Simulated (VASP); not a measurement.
# SiC: single point with r2SCAN

The system is SiC.

```
Si C
1.0
     3.22912    0.00000    0.00000
    -1.61456    2.79650    0.00000
     0.00000    0.00000    5.30051
Si C
2 2
Cartesian
  0.0000 1.8643 -0.0031
  1.6146 0.9322 2.6472
  0.0000 1.8643 1.9908
  1.6146 0.9322 4.6410
```

This cell differs from its parent crystal: strain +5.0%.

* Program: VASP 6.6.1
* Task: single point
* Functional: r2SCAN
* Potentials or basis: VASP PAW PBE potentials, release 64 (Si, C)
* Cutoff: 520 eV
* k mesh: 12 × 12 × 6
* Occupations: gaussian, width 0.01 eV
* Spin: no spin polarisation
* Dipole correction: no
* Further INCAR settings: ALGO = Normal; EDIFF = 1e-07; NBANDS = 16

```
Pressure               : -25.0 GPa
Band gap on the k mesh : 2.86 eV (least direct gap 4.11 eV)
```

Stress tensor (GPa, compression positive):
```
-25.26   0.00   0.00
  0.00 -25.26   0.00
  0.00   0.00 -24.62
```

Levels at points of the mesh, in eV from the valence-band top:
| k point | band 4 | band 5 | band 6 | band 7 | band 8 | band 9 | band 10 | band 11 | band 12 | band 13 |
| --- | --- | --- | --- | --- | --- | --- | --- | --- | --- | --- |
| (0.00, 0.00, 0.00) | -1.31 | -1.31 | -0.09 | 0.00 | 0.00 | 4.11 | 5.08 | 6.31 | 6.31 | 7.12 |
| (0.50, 0.00, 0.00) | -6.22 | -5.09 | -3.17 | -2.95 | -1.20 | 2.93 | 4.47 | 6.28 | 7.06 | 9.40 |
| (0.00, 0.00, 0.50) | -4.35 | -0.71 | -0.71 | -0.71 | -0.71 | 5.17 | 5.17 | 7.08 | 7.08 | 7.08 |
| (0.50, 0.00, 0.50) | -7.91 | -2.35 | -2.35 | -2.27 | -2.27 | 3.33 | 3.33 | 5.16 | 5.16 | 10.04 |

Wall time 68 s on 1 thread of Intel(R) Xeon(R) 6975P-C (Granite Rapids), with other jobs on the host, peak memory 0.19 GiB.

Caveat: the cell differs from its parent crystal (strain +5.0%); the cell stands under tension; the PAW data sets were made with another functional, which shifts forces and pressure a little. A k mesh can miss the band edges.
